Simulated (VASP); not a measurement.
Al, 1 atom in the cell. The structure is cubic, space group Fm-3m (No. 225). Conventional cell: a = 4.048 Å, b = 4.048 Å, c = 4.048 Å, α = 90.00°, β = 90.00°, γ = 90.00°. Within 3.8 Å of Al (site symmetry m-3m) lie 12 Al at 2.86 Å. 

```yaml
Program: VASP 6.6.1
Task: relaxation of cell and atoms
Functional: PBE
Dispersion: D3(BJ)
Potentials_or_basis: VASP PAW PBE potentials, release 64 (Al)
Cutoff: 600 eV
k_mesh: 18 × 18 × 18
Occupations: gaussian, width 0.1 eV
Spin: no spin polarisation
Dipole_correction: no
Further_INCAR_settings: ALGO = Fast; EDIFF = 1e-07; IBRION = 2; EDIFFG = -0.005; NSW = 100; ISIF = 3
```

Potentials or basis: VASP PAW PBE potentials, release 64 (Al).

The run is started by

```console
$ cat potpaw_PBE.64/Al/POTCAR > POTCAR
$ mpirun -np 1 vasp_std > vasp.out
```

Hardware: 1 thread of AMD EPYC 9R45 96-Core Processor (Zen 5), on a shared host.

Q: Estimate the wall time of this run.

A: It took 24 s on 1 thread of AMD EPYC 9R45 96-Core Processor (Zen 5), on a shared host, peak memory 0.13 GiB. Counts: scf iterations 25, k points 195, ion steps 3.
